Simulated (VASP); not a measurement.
Here is a VASP 6.6.1 calculation.

Contents of INCAR:

```
  PREC = Accurate
  ENCUT = 520
  EDIFF = 1E-7
  ISMEAR = -1
  SIGMA = 0.08
  LREAL = F
  LASPH = T
  NELM = 100
  ALGO = Normal
  ISIF = 2
  LWAVE = F
  LCHARG = F
  GGA = PE
  NBANDS = 18
```

File KPOINTS:

```
regular mesh
0
Gamma
  14 14 14
```

The input POSCAR:

```
Yb
1.0
   -1.5128425946      1.5128425946      1.5128425946
    1.5128425946     -1.5128425946      1.5128425946
    1.5128425946      1.5128425946     -1.5128425946
Yb
1
Direct
    0.0000000000      0.0000000000      0.0000000000
```

Potentials or basis: VASP PAW PBE potentials, release 64 (Yb).

The run is started by

```sh
$ cat potpaw_PBE.64/Yb/POTCAR > POTCAR
$ mpirun -np 1 vasp_std > vasp.out
```

Question: Estimate the pressure.

Answer: 104.1 GPa.

Question: Predict the band gap on the k mesh.

Answer: Zero (band 12 reaches 7.18 eV, above the bottom of band 13 at 4.93 eV).

Caveat: spin-orbit coupling is left out, which moves the levels of the heavy elements. Spin polarisation is off, so any magnetic state and its effect on volume and gap are missing.
